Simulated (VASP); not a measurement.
The system is SiC.

```xyz
12
Lattice="3.0950 0.0000 0.0000 -1.5475 2.6803 0.0000 0.0000 0.0000 15.1700" Properties=species:S:1:pos:R:3 pbc="T T T"
Si    1.5475    0.8934    6.9524
Si    0.0000    1.7869   14.5374
Si    1.5475    0.8934   12.0101
Si    0.0000    1.7869    4.4251
Si    0.0000    0.0000    9.4812
Si    0.0000    0.0000    1.8962
C     1.5475    0.8934    5.0562
C     0.0000    1.7869   12.6412
C     1.5475    0.8934   10.1138
C     0.0000    1.7869    2.5288
C     0.0000    0.0000    7.5850
C     0.0000    0.0000    0.0000
```

Base run:

| Property | Result |
| --- | --- |
| Program | VASP 6.6.1 |
| Functional | r2SCAN |
| Potentials or basis | VASP PAW PBE potentials, release 64 (Si, C) |
| Cutoff | 520 eV |
| k mesh | 10 × 10 × 2 |
| Occupations | fermi-dirac, width 0.05 eV |
| Spin | no spin polarisation |

Its results: band gap on the k mesh 2.39 eV (least direct gap 3.54 eV); pressure -3.5 GPa; largest force 0.149 eV/Å.

Q: After a change of settings the same cell gave: band gap on the k mesh 2.03 eV (least direct gap 3.12 eV); pressure 2.2 GPa; largest force 0.141 eV/Å. Which change was it?
A. functional from r2SCAN to PBEsol; dispersion from none to D4
B. functional from r2SCAN to PBE; further incar settings from ALGO = Normal; EDIFF = 1e-06; NBANDS = 36 to ALGO = Normal; EDIFF = 1e-07; NBANDS = 36
C. functional from r2SCAN to BLYP; dispersion from none to D4
D. functional from r2SCAN to revPBE

A: D.

Caveats: the PAW data sets were made with another functional, which shifts forces and pressure a little; the cell stands under tension (at least some runs).
